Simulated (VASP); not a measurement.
A run of VASP 6.6.1:

File INCAR:

```
PREC = Accurate
ENCUT = 520
EDIFF = 1E-6
ISMEAR = 0
SIGMA = 0.05
LREAL = F
LASPH = T
NELM = 60
ALGO = Normal
ISIF = 2
LWAVE = F
LCHARG = F
GGA = PE
IVDW = 12
NBANDS = 20
```

File KPOINTS:

```
Automatic mesh
0
Gamma
  9 9 4
```

Contents of POSCAR:

```
Te2Mo
1.0
    3.3728278289      0.0000000000      0.0000000000
   -1.6864139145      2.9209545824      0.0000000000
    0.0000000000      0.0000000000      8.1582734926
Te Mo
2 1
Direct
    0.3077295460      0.6154590920      0.7614144829
    0.3589371207      0.7178742414      0.2385855171
    0.0000000000      0.0000000000      0.0000000000
```

Potentials or basis: VASP PAW PBE potentials, release 64 (Te, Mo_sv).

Command:

```sh
$ cat potpaw_PBE.64/Te/POTCAR potpaw_PBE.64/Mo_sv/POTCAR > POTCAR
$ mpirun -np 1 vasp_std > vasp.out
```

Hardware: 1 thread of Intel(R) Xeon(R) Platinum 8259CL CPU @ 2.50GHz (Skylake/Cascade Lake) (shared host).

Question: How long does it take, and how much memory?

Answer: It took 2.2 min on 1 thread of Intel(R) Xeon(R) Platinum 8259CL CPU @ 2.50GHz (Skylake/Cascade Lake), on a shared host, peak memory 0.32 GiB. Counts: scf iterations 14, k points 95.
